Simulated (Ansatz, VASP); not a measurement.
**Li2YZnC6N6 in VASP and in Ansatz**

```
CELL_PARAMETERS angstrom
0.00000 5.29700 5.29700
5.29700 0.00000 5.29700
5.29700 5.29700 0.00000
ATOMIC_POSITIONS crystal
Li 0.25000 0.25000 0.25000
Li 0.75000 0.75000 0.75000
Y 0.50000 0.50000 0.50000
Zn 0.00000 0.00000 0.00000
C 0.81905 0.18095 0.18095
C 0.18095 0.81905 0.18095
C 0.18095 0.18095 0.81905
C 0.18095 0.81905 0.81905
C 0.81905 0.18095 0.81905
C 0.81905 0.81905 0.18095
N 0.70861 0.29139 0.29139
N 0.29139 0.70861 0.29139
N 0.29139 0.29139 0.70861
N 0.29139 0.70861 0.70861
N 0.70861 0.29139 0.70861
N 0.70861 0.70861 0.29139
```

Alike in both runs: task relaxation of cell and atoms; functional PBE; k mesh 4 × 4 × 4; occupations gaussian, width 0.1 eV; no spin polarisation.

```csv
,VASP,Ansatz
version,VASP 6.6.1,Ansatz 0.2.0
potentials or method,"VASP PAW PBE potentials, release 64 (Li_sv, Y_sv, Zn, C, N), cutoff 600 eV","scalar-relativistic, plane waves, PAW"
valence electrons in the cell,83,83
```

```csv
,VASP,Ansatz,Ansatz less VASP
"gap on the k mesh at the Fermi level, each at its own relaxed structure (eV)",none,none,-
relaxed volume (Å³/atom),23.80,23.76,-0.035
relaxed length of the cell vector where the two differ most in proportion (Å),8.135,8.132,-0.0040
```

A gap of «none» marks a metal or a gap that the smearing closes.

Noted on VASP's run: the cutoff is under 1.25 times that of the potentials, so the pressure is a little rough; the standard files for N, O and F lose accuracy on very short bonds; the volume moved by over 15 % at a fixed basis, so the end points are rough.
